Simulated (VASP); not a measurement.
# ZnO (zincite) (P6_3mc) in VASP: notebook, part 3 of 3

VASP 6.6.1. The steps go on from the part before.

## 6. Single point, PBE

Input file INCAR:

```
PREC = Accurate
ENCUT = 520
EDIFF = 1E-7
ISMEAR = 0
SIGMA = 0.015
LREAL = False
LASPH = True
NELM = 80
ALGO = Normal
ISIF = 2
LWAVE = False
LCHARG = True
GGA = PE
LELF = True
LVHAR = True
NBANDS = 26
```

Input file KPOINTS:

```
Automatic mesh
0
Gamma
  9 9 5
```

Input file POSCAR:

```
ZnO
1.0
    3.2493080000      0.0000000000      0.0000000000
   -1.6246540000      2.8139832727      0.0000000000
    0.0000000000      0.0000000000      5.2057090000
Zn O
2 2
Direct
    0.6666666667      0.3333333333      0.0000000000
    0.3333333333      0.6666666667      0.5000000000
    0.3333333333      0.6666666667      0.8790100000
    0.6666666667      0.3333333333      0.3790100000
```

Potentials or basis: VASP PAW PBE potentials, release 64 (Zn, O).

Command:

```
cat potpaw_PBE.64/Zn/POTCAR potpaw_PBE.64/O/POTCAR > POTCAR
mpirun -np 1 vasp_std > vasp.out
```

OUTCAR:

```text
PREC = Accurate
   ENCUT = 520
   EDIFF = 1E-7
   ISMEAR = 0
   LREAL = False
   LASPH = True
   NELM = 80
   ISIF = 2
   GGA = PE

 ion  position               nearest neighbor table
   1  0.667  0.333  0.000-   4 1.97   3 1.98   3 1.98   3 1.98
   2  0.333  0.667  0.500-   3 1.97   4 1.98   4 1.98   4 1.98
   3  0.333  0.667  0.879-   2 1.97   1 1.98   1 1.98   1 1.98
   4  0.667  0.333  0.379-   1 1.97   2 1.98   2 1.98   2 1.98

  LATTYP: Found a hexagonal cell.
 ALAT       =     3.2493080000
 C/A-ratio  =     1.6020977390

  Lattice vectors:

 A1 = (   3.2493080000,   0.0000000000,   0.0000000000)
 A2 = (  -1.6246540000,   2.8139832727,   0.0000000000)
 A3 = (   0.0000000000,   0.0000000000,   5.2057090000)

Analysis of symmetry for initial positions (statically):
=====================================================================
 Subroutine PRICEL returns:
 Original cell was already a primitive cell.

 Routine SETGRP: Setting up the symmetry group for a
 hexagonal supercell.

 Subroutine GETGRP returns: Found 12 space group operations
 (whereof  6 operations were pure point group operations)
 out of a pool of 24 trial point group operations.

The static configuration has the point symmetry C_3v.
 The point group associated with its full space group is C_6v.

Analysis of symmetry for dynamics (positions and initial velocities):
=====================================================================
 Subroutine PRICEL returns:
 Original cell was already a primitive cell.

 Routine SETGRP: Setting up the symmetry group for a
 hexagonal supercell.

 Subroutine GETGRP returns: Found 12 space group operations
 (whereof  6 operations were pure point group operations)
 out of a pool of 24 trial point group operations.

The dynamic configuration has the point symmetry C_3v.
 The point group associated with its full space group is C_6v.

 Subroutine INISYM returns: Found 12 space group operations
 (whereof  6 operations are pure point group operations),
 and found     1 'primitive' translations

----------------------------------------------------------------------------------------

                                     Primitive cell

  volume of cell :      47.5984

  direct lattice vectors                    reciprocal lattice vectors
     3.249308000  0.000000000  0.000000000     0.307757836  0.177684070  0.000000000
    -1.624654000  2.813983273  0.000000000     0.000000000  0.355368139  0.000000000
     0.000000000  0.000000000  5.205709000     0.000000000  0.000000000  0.192096792

  length of vectors
     3.249308000  3.249308000  5.205709000     0.355368139  0.355368139  0.192096792

  position of ions in fractional coordinates (direct lattice)
     0.666666667  0.333333333  0.000000000
     0.333333333  0.666666667  0.500000000
     0.333333333  0.666666667  0.879010000
     0.666666667  0.333333333  0.379010000

  ion indices of the primitive-cell ions
   primitive index   ion index
                 1           1
                 2           2
                 3           3
                 4           4

----------------------------------------------------------------------------------------

 KPOINTS: Automatic mesh

Automatic generation of k-mesh.
 Grid dimensions read from file:
 generate k-points for:    9    9    5

 Generating k-lattice:

  Cartesian coordinates                     Fractional coordinates (reciprocal lattice)
     0.034195315  0.019742674  0.000000000     0.111111111  0.000000000  0.000000000
     0.000000000  0.039485349  0.000000000     0.000000000  0.111111111  0.000000000
     0.000000000  0.000000000  0.038419358     0.000000000  0.000000000  0.200000000

  Length of vectors
     0.039485349  0.039485349  0.038419358

  Shift w.r.t. Gamma in fractional coordinates (k-lattice)
     0.000000000  0.000000000  0.000000000

 Subroutine IBZKPT returns following result:
 ===========================================

 Found     36 irreducible k-points:

 Following reciprocal coordinates:
            Coordinates               Weight
  0.000000  0.000000  0.000000      1.000000
  0.111111  0.000000  0.000000      6.000000
  0.222222  0.000000  0.000000      6.000000
  0.333333  0.000000  0.000000      6.000000
  0.444444  0.000000  0.000000      6.000000
  0.111111  0.111111  0.000000      6.000000
[... 16 lines left out ...]
  0.333333  0.222222  0.200000     24.000000
  0.333333  0.333333  0.200000      4.000000
 [... further k-points ...]
   k-points           NKPTS =     36   k-points in BZ     NKDIM =     36   number of bands    NBANDS=     26
   number of dos      NEDOS =    301   number of ions     NIONS =      4
   total plane-waves  NPLWV =  23040
   dimension x,y,z NGX =    24 NGY =   24 NGZ =   40
   dimension x,y,z NGXF=    48 NGYF=   48 NGZF=   80
   ions per type =               2   2
   NGX,Y,Z   is equivalent  to a cutoff of  12.28, 12.28, 12.77 a.u.
   NGXF,Y,Z  is equivalent  to a cutoff of  24.56, 24.56, 25.55 a.u.
 SYSTEM =  unknown system
   PREC   = accura    normal or accurate (medium, high low for compatibility)
   ISTART =      0    job   : 0-new  1-cont  2-samecut
   ICHARG =      2    charge: 1-file 2-atom 10-const
   ISPIN  =      1    spin polarized calculation?
   LNONCOLLINEAR =      F non collinear calculations
   LSORBIT =      F    spin-orbit coupling
   LASPH  =      T    aspherical Exc in radial PAW
   ENCUT  =  520.0 eV  38.22 Ry    6.18 a.u.   6.04  6.04  9.68*2*pi/ulx,y,z
   NELM   =     80;   NELMIN=  2; NELMDL= -5     # of ELM steps
   EDIFF  = 0.1E-06   stopping-criterion for ELM
   LREAL  =      F    real-space projection
   EDIFFG = 0.1E-05   stopping-criterion for IOM
   NSW    =      0    number of steps for IOM
   IBRION =     -1    ionic relax: 0-MD 1-quasi-New 2-CG
   NFREE  =      0    steps in history (QN), initial steepest desc. (CG)
   ISIF   =      2    stress and relaxation
   ISYM   =      2    0-nonsym 1-usesym 2-fastsym
   POTIM  = 0.5000    time-step for ionic-motion
   TEBEG  =    0.0;   TEEND  =   0.0 temperature during run
   PSTRESS=    0.0 pullay stress
   NELECT =      36.0000    total number of electrons
   NUPDOWN=      -1.0000    fix difference up-down
   EMIN   =  10.00;   EMAX   =-10.00  energy-range for DOS
   EFERMI =   0.00;   METHOD = LEGACY
   ISMEAR =     0;   SIGMA  =   0.01  broadening in eV -4-tet -1-fermi 0-gaus
   EFERMI_NEDOS =   21; number of points for ismear=-14 and -15
   IALGO  =     38    algorithm
   IMIX   =      4    mixing-type and parameters
     AMIX     =   0.40;   BMIX     =  1.00
     AMIX_MAG =   1.60;   BMIX_MAG =  1.00
  volume/ion in A,a.u.               =      11.90        80.30
  Fermi-wavevector in a.u.,A,eV,Ry     =   1.491574  2.818667 30.270160  2.224794
  Thomas-Fermi vector in A             =   2.604212
   LORBIT       =      0    0 simple, 1 ext, 2 COOP (PROOUT), +10 PAW based schemes
   GGA     = PE    functional components
   LHFCALC =     F    Hartree Fock is set to
   AEXX    =    0.0000 exact exchange contribution
   IVDW    =     0    specifies the selected vdW correction
   LEPSILON=     F    determine dielectric tensor
   LRPA    =     F    only Hartree local field effects (RPA)
 non-spin polarized calculation
 Gauss-broadening in eV      SIGMA  =   0.01
  energy-cutoff  :      520.00
  volume of cell :       47.60
 maximum number of plane-waves:      1308
   NGX = 13   NGY = 13   NGZ = 19

 number of electron      36.0000017 magnetization

 Free energy of the ion-electron system (eV)
  ---------------------------------------------------
  ext. energy  EPLUGINS =         0.00000000
  ---------------------------------------------------
  free energy    TOTEN  =       -17.82215520 eV

  energy without entropy =      -17.82215520  energy(sigma->0) =      -17.82215520

 E-fermi :   1.3085     XC(G=0): -10.9115

 val. band max:        1.2009252584   @ k =   0.0000   0.0000   0.0000
 cond. band min:       1.9907740771   @ k =   0.0000   0.0000   0.0000
 fundamental gap:      0.7898488186
 Fermi energy:         1.3084996236

 k-point     1 :       0.0000    0.0000    0.0000
  band No.  band energies     occupation
      1     -16.8875      2.00000
      2     -16.1563      2.00000
      3      -4.4871      2.00000
      4      -4.4871      2.00000
      5      -4.4476      2.00000
      6      -4.4262      2.00000
[... 18 lines left out ...]
     25      15.3278      0.00000
     26      15.3278      0.00000
[... 644 lines left out ...]
      4      -4.2868      2.00000
      5      -4.2868      2.00000
      6      -3.9211      2.00000
[... 18 lines left out ...]
     25      14.7517      0.00000
     26      15.7868      0.00000

 [... further k-points ...]
[... 5 lines left out ...]
  --------------------------------------------------------------------------------------
  -------------------------------------------------------------------------------------
  Total        1.6030766      1.6030766      2.1262370      0.0000000      0.0000000      0.0000000
  in kB       53.9600805     53.9600805     71.5698288      0.0000000      0.0000000      0.0000000
  external PRESSURE =      59.8299966 kB  Pullay stress =       0.0000000 kB

 VOLUME and BASIS-vectors are now :
 -----------------------------------------------------------------------------
  energy-cutoff  :      520.00
  volume of cell :       47.60
      direct lattice vectors                 reciprocal lattice vectors
     3.249308000  0.000000000  0.000000000     0.307757836  0.177684070  0.000000000
    -1.624654000  2.813983273  0.000000000     0.000000000  0.355368139  0.000000000
     0.000000000  0.000000000  5.205709000     0.000000000  0.000000000  0.192096792

 POSITION                                       TOTAL-FORCE (eV/Angst)
 -----------------------------------------------------------------------------------
      1.62465      0.93799      0.00000         0.000000      0.000000     -0.074089
     -0.00000      1.87599      2.60285        -0.000000     -0.000000     -0.074089
     -0.00000      1.87599      4.57587        -0.000000     -0.000000      0.074089
      1.62465      0.93799      1.97302         0.000000      0.000000      0.074089
 -----------------------------------------------------------------------------------
    total drift:                               -0.000000     -0.000000     -0.000182

  FREE ENERGIE OF THE ION-ELECTRON SYSTEM (eV)
  ---------------------------------------------------
  free  energy   TOTEN  =       -17.8221552042 eV

  energy  without entropy=      -17.8221552042  energy(sigma->0) =      -17.82215520
```

Run time: 99 s. Hardware: 1 thread of AMD EPYC 7R13, shared host; peak memory 0.15 GiB.

Results:

```
Free energy            : -17.8222 eV
Pressure               : 6.0 GPa
Largest force          : 0.074 eV/Å
Band gap on the k mesh : 0.79 eV, direct
```

Forces on the atoms (eV/Å):
```
Zn   0.000  0.000 -0.074
Zn   0.000  0.000 -0.074
O    0.000  0.000  0.074
O    0.000  0.000  0.074
```

Stress tensor (GPa, compression positive):
```
5.40 0.00 0.00
0.00 5.40 0.00
0.00 0.00 7.16
```

Levels at points of the mesh, in eV from the valence-band top:
| k point | band 14 | band 15 | band 16 | band 17 | band 18 | band 19 | band 20 | band 21 | band 22 | band 23 |
| --- | --- | --- | --- | --- | --- | --- | --- | --- | --- | --- |
| (0.00, 0.00, 0.00) | -0.81 | -0.81 | -0.07 | 0.00 | 0.00 | 0.79 | 5.21 | 8.26 | 12.85 | 12.85 |

## 7. Summary

```csv
task,level,potentials or basis,cell,k mesh,cutoff (eV),smearing,second run,gap on the mesh (eV),pressure (GPa),largest force (eV/Å)
relaxation of cell and atoms,revPBE+D4,"VASP PAW PBE potentials, release 64 (Zn, O)",relaxed,7 × 7 × 4,600,fermi-dirac 0.05 eV,-,0.82,0.0,-
single point,PBE,"VASP PAW PBE potentials, release 64 (Zn, O_h)",as given,5 × 5 × 3,910,fermi-dirac 0.05 eV,hard_potentials,0.79,5.7,0.07
single point,PBE,"VASP PAW PBE potentials, release 64 (Zn, O)",as given,9 × 9 × 5,520,gaussian 0.013 eV,-,0.79,6.0,0.07
single point,PBE,"VASP PAW PBE potentials, release 64 (Zn, O)",as given,9 × 9 × 5,520,gaussian 0.014 eV,-,0.79,6.0,0.07
single point,PBE,"VASP PAW PBE potentials, release 64 (Zn, O)",as given,9 × 9 × 5,520,gaussian 0.015 eV,-,0.79,6.0,0.07
```

Alike in all rows: no spin polarisation.

Caveats: some runs use coarse meshes; the PAW data sets were made with another functional, which shifts forces and pressure a little (some runs); the cutoff is under 1.25 times the usual one of these potentials, so pressure, stress and relaxed cells hold a basis-set (Pulay) error (some runs).

Absolute energies hang on the potentials; compare differences alone.
